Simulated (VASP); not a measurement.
Write the native input for VASP 6.6.1 that does the following.

```
Task                   : single point
Functional             : LDA
Potentials or basis    : VASP PAW LDA potentials, release 64 (F, Li_sv)
Cutoff                 : 520 eV
k mesh                 : 11 × 11 × 11
Occupations            : fermi-dirac, width 0.05 eV
Spin                   : no spin polarisation
Dipole correction      : no
Further INCAR settings : ALGO = Normal; EDIFF = 1e-06; NBANDS = 12
```

The structure of LiF (Griceite) lies in POSCAR:

```
LiF
1.0
    0.0000000000      2.0405030393      2.0405030393
    2.0405030393      0.0000000000      2.0405030393
    2.0405030393      2.0405030393      0.0000000000
F Li
1 1
Direct
    0.5000000000      0.5000000000      0.5000000000
    0.0000000000      0.0000000000      0.0000000000
```

This cell differs from its parent crystal: volume scaled by 1.04.

These files were run (other wordings do the same):

INCAR

```
SYSTEM = LiF
PREC = Accurate ; ENCUT = 520
EDIFF = 1E-6 ; ISMEAR = -1
SIGMA = 0.05 ; LREAL = .False.
LASPH = .True. ; NELM = 80
ALGO = Normal ; ISIF = 2
LWAVE = .False. ; LCHARG = .False.
GGA = CA ; NBANDS = 12
```

KPOINTS

```
Automatic mesh
0
Gamma
  11 11 11
  0 0 0
```

Potentials or basis: VASP PAW LDA potentials, release 64 (F, Li_sv).

Run with:

```console
$ cat potpaw_LDA.64/F/POTCAR potpaw_LDA.64/Li_sv/POTCAR > POTCAR
$ mpirun -np 1 vasp_std > vasp.out
```

It gave:

* Band gap on the k mesh: 8.49 eV, direct

Run time: 4.6 s on 1 thread of Intel(R) Xeon(R) Platinum 8488C (Sapphire Rapids), on a shared host, peak memory 0.12 GiB.
